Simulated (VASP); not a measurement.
Here is a VASP 6.6.1 calculation.

INCAR

```
SYSTEM = TiTe2
ALGO = Normal
EDIFF = 1E-6
EDIFFG = -0.002
ENCUT = 600
IBRION = 2
ISIF = 3
ISMEAR = 0
LASPH = .TRUE.
LCHARG = .FALSE.
LREAL = .FALSE.
LWAVE = .FALSE.
NELM = 100
NSW = 80
PREC = Accurate
PSTRESS = 80.0
SIGMA = 0.03
```

Contents of KPOINTS:

```
k-points
0
G
  12 12 8
  0 0 0
```

The input POSCAR:

```
TiTe2
1.0
    3.5574231568      0.0000000000      0.0000000000
   -1.7787115784      3.0808188258      0.0000000000
    0.0000000000      0.0000000000      6.1003315936
Ti Te
1 2
Direct
    0.0000000000      0.0000000000      0.0000000000
    0.3333333333      0.6666666667      0.2811036129
    0.6666666667      0.3333333333      0.7188963871
```

Potentials or basis: VASP PAW LDA potentials, release 64 (Ti_sv, Te).

Launch:

```sh
$ cat potpaw_LDA.64/Ti_sv/POTCAR potpaw_LDA.64/Te/POTCAR > POTCAR
$ mpirun -np 1 vasp_std > vasp.out
```

(1) Predict the band gap on the k mesh.

(2) What does it give for the space group after relaxing (to 0.1 Å)?

(3) Predict the relaxed volume.

Results:

(1) zero (bands 12 and 13 overlap by 0.92 eV).

(2) P-3m1 (No. 164).

(3) 21.77 Å³/atom.

Caveat: the cell is relaxed towards a set pressure, so the run minimises the enthalpy, not the energy; spin-orbit coupling is left out, which moves the levels of the heavy elements.
